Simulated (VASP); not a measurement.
# AlN (P6_3mc) in VASP: single point with PBE-based screened hybrid with 20 % exact exchange

Aim: the single point of AlN with PBE-based screened hybrid with 20 % exact exchange.

Everything below comes from runs of VASP 6.6.1. Logs are shortened: lines on timing, memory, paths and dates and some standing lists are left out, and cuts for length are marked.

**The experiment to reproduce.**

From “Structural and optical properties of self-assembled AlN nanowires grown on SiO2/Si substrates by molecular beam epitaxy”, 2024, arxiv:2402.00216, for a bulk crystal of AlN at 0 K: band gap 6.0343 eV (an exciton energy, a little under the gap).

How close the calculation comes is told below.

## 1. The cell of the first run

It takes space group P6_3mc (No. 186, hexagonal). The conventional cell has a = 3.111 Å, b = 3.111 Å, c = 4.979 Å, α = 90.00°, β = 90.00°, γ = 120.00°. Al (site symmetry 3m) has 4 N at 1.89 to 1.90 Å within 2.5 Å. N (site symmetry 3m) has 4 Al at 1.89 to 1.90 Å within 2.5 Å.

## 2. Single point, PBE-based screened hybrid with 20 % exact exchange

Contents of POSCAR:

```
AlN
1.0
    3.1107606290      0.0000000000      0.0000000000
   -1.5553803145      2.6939977298      0.0000000000
    0.0000000000      0.0000000000      4.9787706144
Al N
2 2
Direct
    0.3333333333      0.6666666667      0.0015708995
    0.6666666667      0.3333333333      0.5015708995
    0.3333333333      0.6666666667      0.3834291005
    0.6666666667      0.3333333333      0.8834291005
```

Contents of INCAR.step1:

```
ALGO = Normal
EDIFF = 1E-5
ENCUT = 520
GGA = PE
ISIF = 2
ISMEAR = 0
LASPH = True
LCHARG = False
LREAL = False
LWAVE = True
NBANDS = 16
NELM = 100
PREC = Accurate
SIGMA = 0.05
```

Contents of INCAR.step2:

```
AEXX = 0.2
ALGO = Normal
EDIFF = 1E-6
ENCUT = 520
GGA = PE
HFSCREEN = 0.20787
ISIF = 2
ISMEAR = 0
ISTART = 1
LASPH = True
LCHARG = False
LHFCALC = True
LREAL = False
LWAVE = False
NBANDS = 16
NELM = 100
PREC = Accurate
PRECFOCK = Normal
SIGMA = 0.05
```

Contents of KPOINTS:

```
k-points
0
Gamma
  6 6 4
```

Potentials or basis: VASP PAW PBE potentials, release 64 (Al, N).

Started as:

```bash
cat potpaw_PBE.64/Al/POTCAR potpaw_PBE.64/N/POTCAR > POTCAR
cp INCAR.step1 INCAR
mpirun -np 1 vasp_std > vasp.out
cp INCAR.step2 INCAR
mpirun -np 1 vasp_std > vasp.out
```

OUTCAR:

```text
AEXX = 0.2
   EDIFF = 1E-6
   ENCUT = 520
   GGA = PE
   HFSCREEN = 0.20787
   ISIF = 2
   ISMEAR = 0
   ISTART = 1
   LASPH = True
   LHFCALC = True
   LREAL = False
   NELM = 100
   PREC = Accurate
   PRECFOCK = Normal

 ion  position               nearest neighbor table
   1  0.333  0.667  0.002-   4 1.89   4 1.89   4 1.89   3 1.90   2 3.07   2 3.07   2 3.07   2 3.07
                             2 3.07   2 3.07
   2  0.667  0.333  0.502-   3 1.89   3 1.89   3 1.89   4 1.90   1 3.07   1 3.07   1 3.07   1 3.07
                             1 3.07   1 3.07
   3  0.333  0.667  0.383-   2 1.89   2 1.89   2 1.89   1 1.90
   4  0.667  0.333  0.883-   1 1.89   1 1.89   1 1.89   2 1.90

  LATTYP: Found a hexagonal cell.
 ALAT       =     3.1107606290
 C/A-ratio  =     1.6004994303

  Lattice vectors:

 A1 = (   3.1107606290,   0.0000000000,   0.0000000000)
 A2 = (  -1.5553803145,   2.6939977298,   0.0000000000)
 A3 = (   0.0000000000,   0.0000000000,   4.9787706144)

Analysis of symmetry for initial positions (statically):
=====================================================================
 Subroutine PRICEL returns:
 Original cell was already a primitive cell.

 Routine SETGRP: Setting up the symmetry group for a
 hexagonal supercell.

 Subroutine GETGRP returns: Found 12 space group operations
 (whereof  6 operations were pure point group operations)
 out of a pool of 24 trial point group operations.

The static configuration has the point symmetry C_3v.
 The point group associated with its full space group is C_6v.

Analysis of symmetry for dynamics (positions and initial velocities):
=====================================================================
 Subroutine PRICEL returns:
 Original cell was already a primitive cell.

 Routine SETGRP: Setting up the symmetry group for a
 hexagonal supercell.

 Subroutine GETGRP returns: Found 12 space group operations
 (whereof  6 operations were pure point group operations)
 out of a pool of 24 trial point group operations.

The dynamic configuration has the point symmetry C_3v.
 The point group associated with its full space group is C_6v.

 Subroutine INISYM returns: Found 12 space group operations
 (whereof  6 operations are pure point group operations),
 and found     1 'primitive' translations

----------------------------------------------------------------------------------------

                                     Primitive cell

  volume of cell :      41.7240

  direct lattice vectors                    reciprocal lattice vectors
     3.110760629  0.000000000  0.000000000     0.321464786  0.185597781  0.000000000
    -1.555380315  2.693997730  0.000000000     0.000000000  0.371195562  0.000000000
     0.000000000  0.000000000  4.978770614     0.000000000  0.000000000  0.200852796

  length of vectors
     3.110760629  3.110760629  4.978770614     0.371195562  0.371195562  0.200852796

  position of ions in fractional coordinates (direct lattice)
     0.333333333  0.666666667  0.001570900
     0.666666667  0.333333333  0.501570900
     0.333333333  0.666666667  0.383429101
     0.666666667  0.333333333  0.883429101

  ion indices of the primitive-cell ions
   primitive index   ion index
                 1           1
                 2           2
                 3           3
                 4           4

----------------------------------------------------------------------------------------

 KPOINTS: k-points

Automatic generation of k-mesh.
 Grid dimensions read from file:
 generate k-points for:    6    6    4

 Generating k-lattice:

  Cartesian coordinates                     Fractional coordinates (reciprocal lattice)
     0.053577464  0.030932963  0.000000000     0.166666667  0.000000000  0.000000000
     0.000000000  0.061865927  0.000000000     0.000000000  0.166666667  0.000000000
     0.000000000  0.000000000  0.050213199     0.000000000  0.000000000  0.250000000

  Length of vectors
     0.061865927  0.061865927  0.050213199

  Shift w.r.t. Gamma in fractional coordinates (k-lattice)
     0.000000000  0.000000000  0.000000000

 Subroutine IBZKPT returns following result:
 ===========================================

 Found     21 irreducible k-points:

 Following reciprocal coordinates:
            Coordinates               Weight
  0.000000  0.000000  0.000000      1.000000
  0.166667 -0.000000  0.000000      6.000000
  0.333333 -0.000000  0.000000      6.000000
  0.500000  0.000000  0.000000      3.000000
  0.166667  0.166667  0.000000      6.000000
  0.333333  0.166667  0.000000     12.000000
[... 13 lines left out ...]
  0.333333  0.166667  0.500000     12.000000
  0.333333  0.333333  0.500000      2.000000
   k-points           NKPTS =     21   k-points in BZ     NKDIM =    144   number of bands    NBANDS=     16
   number of dos      NEDOS =    301   number of ions     NIONS =      4
   total plane-waves  NPLWV =  23040
   dimension x,y,z NGX =    24 NGY =   24 NGZ =   40
   dimension x,y,z NGXF=    48 NGYF=   48 NGZF=   80
   ions per type =               2   2
   NGX,Y,Z   is equivalent  to a cutoff of  12.83, 12.83, 13.36 a.u.
   NGXF,Y,Z  is equivalent  to a cutoff of  25.65, 25.65, 26.71 a.u.
 SYSTEM =  unknown system
   PREC   = accura    normal or accurate (medium, high low for compatibility)
   ISTART =      1    job   : 0-new  1-cont  2-samecut
   ICHARG =      0    charge: 1-file 2-atom 10-const
   ISPIN  =      1    spin polarized calculation?
   LNONCOLLINEAR =      F non collinear calculations
   LSORBIT =      F    spin-orbit coupling
   LASPH  =      T    aspherical Exc in radial PAW
   ENCUT  =  520.0 eV  38.22 Ry    6.18 a.u.   5.78  5.78  9.26*2*pi/ulx,y,z
   NELM   =    100;   NELMIN=  2; NELMDL=  0     # of ELM steps
   EDIFF  = 0.1E-05   stopping-criterion for ELM
   LREAL  =      F    real-space projection
   EDIFFG = 0.1E-04   stopping-criterion for IOM
   NSW    =      0    number of steps for IOM
   IBRION =     -1    ionic relax: 0-MD 1-quasi-New 2-CG
   NFREE  =      0    steps in history (QN), initial steepest desc. (CG)
   ISIF   =      2    stress and relaxation
   ISYM   =      3    0-nonsym 1-usesym 2-fastsym
   POTIM  = 0.5000    time-step for ionic-motion
   TEBEG  =    0.0;   TEEND  =   0.0 temperature during run
   PSTRESS=    0.0 pullay stress
   NELECT =      16.0000    total number of electrons
   NUPDOWN=      -1.0000    fix difference up-down
   EMIN   =  10.00;   EMAX   =-10.00  energy-range for DOS
   EFERMI =   0.00;   METHOD = LEGACY
   ISMEAR =     0;   SIGMA  =   0.05  broadening in eV -4-tet -1-fermi 0-gaus
   EFERMI_NEDOS =   21; number of points for ismear=-14 and -15
   IALGO  =     38    algorithm
   IMIX   =      1    mixing-type and parameters
     AMIX     =   0.40;   BMIX     =  1.00
     AMIX_MAG =   1.60;   BMIX_MAG =  1.00
  volume/ion in A,a.u.               =      10.43        70.39
  Fermi-wavevector in a.u.,A,eV,Ry     =   1.189377  2.247597 19.247040  1.414617
  Thomas-Fermi vector in A             =   2.325486
   LORBIT       =      0    0 simple, 1 ext, 2 COOP (PROOUT), +10 PAW based schemes
   GGA     = PE    functional components
   LHFCALC =     T    Hartree Fock is set to
   PRECFOCK=normal    Normal, Fast or Accurate (Low or Medium for compatibility)
   ENCUT4O =  -1.0   cutoff for four orbital integrals eV
   NKREDX  =     1    reduce k-point grid by
   NKREDY  =     1    reduce k-point grid by
   NKREDZ  =     1    reduce k-point grid by
   AEXX    =    0.2000 exact exchange contribution
   HFSCREEN=    0.2079 screening length (either q_TF or 0.3 A-1)
   HFSCREENC=   0.2079 screening length for correlation (either q_TF or 0.3 A-1)
   ENCUTFOCK=  -1.0 apply spherical cutoff to Coloumb kernel
   IVDW    =     0    specifies the selected vdW correction
   LEPSILON=     F    determine dielectric tensor
   LRPA    =     F    only Hartree local field effects (RPA)
 non-spin polarized calculation
 Gauss-broadening in eV      SIGMA  =   0.05
  energy-cutoff  :      520.00
  volume of cell :       41.72
 maximum number of plane-waves:      1152
 NGX is ok and might be reduce to    24
  NGX = 18; NGY = 18; NGZ = 28

 number of electron      15.9999997 magnetization

 Free energy of the ion-electron system (eV)
  ---------------------------------------------------
  ext. energy  EPLUGINS =         0.00000000
  ---------------------------------------------------
  free energy    TOTEN  =       -33.85032091 eV

  energy without entropy =      -33.85032091  energy(sigma->0) =      -33.85032091

 E-fermi :   5.7477     XC(G=0):  -9.3817

 val. band max:        5.4466647323   @ k =   0.0000   0.0000   0.0000
 cond. band min:      10.7315309083   @ k =   0.0000   0.0000   0.0000
 fundamental gap:      5.2848661760
 Fermi energy:         5.7477421696

 k-point     1 :       0.0000    0.0000    0.0000
  band No.  band energies     occupation
      1     -10.9675      2.00000
      2      -8.7024      2.00000
      3      -0.9676      2.00000
      4       4.4973      2.00000
      5       4.4973      2.00000
      6       5.2089      2.00000
[... 8 lines left out ...]
     15      19.9765      0.00000
     16      19.9765      0.00000

 k-point     2 :       0.1667   -0.0000    0.0000
  band No.  band energies     occupation
      1     -10.6006      2.00000
      2      -8.5043      2.00000
      3      -0.5197      2.00000
      4       3.0042      2.00000
      5       3.8621      2.00000
      6       4.0774      2.00000
[... 8 lines left out ...]
     15      19.2283      0.00000
     16      19.5947      0.00000

 k-point     3 :       0.3333   -0.0000    0.0000
  band No.  band energies     occupation
      1      -9.6553      2.00000
      2      -8.1539      2.00000
      3       0.6267      2.00000
      4       0.7160      2.00000
      5       1.8914      2.00000
      6       3.4415      2.00000
[... 8 lines left out ...]
     15      18.9926      0.00000
     16      21.3716      0.00000
[... 305 lines left out ...]
 k-point    20 :       0.3333    0.1667    0.5000
  band No.  band energies     occupation
      1      -8.5210      2.00000
      2      -8.5210      2.00000
      3      -0.0750      2.00000
      4      -0.0750      2.00000
      5       2.6334      2.00000
      6       2.6334      2.00000
[... 8 lines left out ...]
     15      20.3667      0.00000
     16      20.3667      0.00000

 k-point    21 :       0.3333    0.3333    0.5000
  band No.  band energies     occupation
      1      -8.2851      2.00000
      2      -8.2851      2.00000
      3       0.2631      2.00000
      4       0.2631      2.00000
      5       1.3237      2.00000
      6       1.3237      2.00000
[... 8 lines left out ...]
     15      20.6213      0.00000
     16      20.6213      0.00000

------------------------ aborting loop because EDIFF is reached ----------------------------------------

  FORCE on cell =-STRESS in cart. coord.  units (eV):
  Direction    XX          YY          ZZ          XY          YZ          ZX
  --------------------------------------------------------------------------------------
  -------------------------------------------------------------------------------------
  Total       -0.1094259     -0.1094259     -0.0502431      0.0000000      0.0000000     -0.0000000
  in kB       -4.2018897     -4.2018897     -1.9293041      0.0000000      0.0000000     -0.0000000
  external PRESSURE =      -3.4443612 kB  Pullay stress =       0.0000000 kB

 VOLUME and BASIS-vectors are now :
 -----------------------------------------------------------------------------
  energy-cutoff  :      520.00
  volume of cell :       41.72
      direct lattice vectors                 reciprocal lattice vectors
     3.110760629  0.000000000  0.000000000     0.321464786  0.185597781  0.000000000
    -1.555380315  2.693997730  0.000000000     0.000000000  0.371195562  0.000000000
     0.000000000  0.000000000  4.978770614     0.000000000  0.000000000  0.200852796

 POSITION                                       TOTAL-FORCE (eV/Angst)
 -----------------------------------------------------------------------------------
     -0.00000      1.79600      0.00782         0.000000     -0.000000     -0.004705
      1.55538      0.89800      2.49721        -0.000000      0.000000     -0.004705
     -0.00000      1.79600      1.90901        -0.000000     -0.000000      0.004705
      1.55538      0.89800      4.39839         0.000000      0.000000      0.004705
 -----------------------------------------------------------------------------------
    total drift:                                0.000000      0.000001      0.000498

  FREE ENERGIE OF THE ION-ELECTRON SYSTEM (eV)
  ---------------------------------------------------
  free  energy   TOTEN  =       -33.8503209094 eV

  energy  without entropy=      -33.8503209094  energy(sigma->0) =      -33.85032091
```

It took 28 min on 1 thread of Intel Xeon 8259CL, shared host; peak memory 0.27 GiB.

What came out:

* Free energy: -33.8503 eV
* Pressure: -0.3 GPa
* Largest force: 0.005 eV/Å
* Band gap on the k mesh: 5.28 eV

Forces in eV/Å, atoms in the order of the input:
```
Al   0.000  0.000 -0.005
Al   0.000  0.000 -0.005
N    0.000  0.000  0.005
N    0.000  0.000  0.005
```

Caveat: the PAW data sets were made with another functional, which shifts forces and pressure a little.

## 3. How close it comes

Step 2. Against the measured gap of AlN, 6.0343 eV (an exciton energy, a little under the gap; 0 K; quoted in “Structural and optical properties of self-assembled AlN nanowires grown on SiO2/Si substrates by molecular beam epitaxy”, 2024, arxiv:2402.00216), the calculated 5.28 eV is off by -0.75 eV. 2 values of this kind are on record (6.034 to 6.0343 eV); this one was drawn at random. The value is that of PBE-based screened hybrid with 20 % exact exchange, without temperature or zero-point motion.
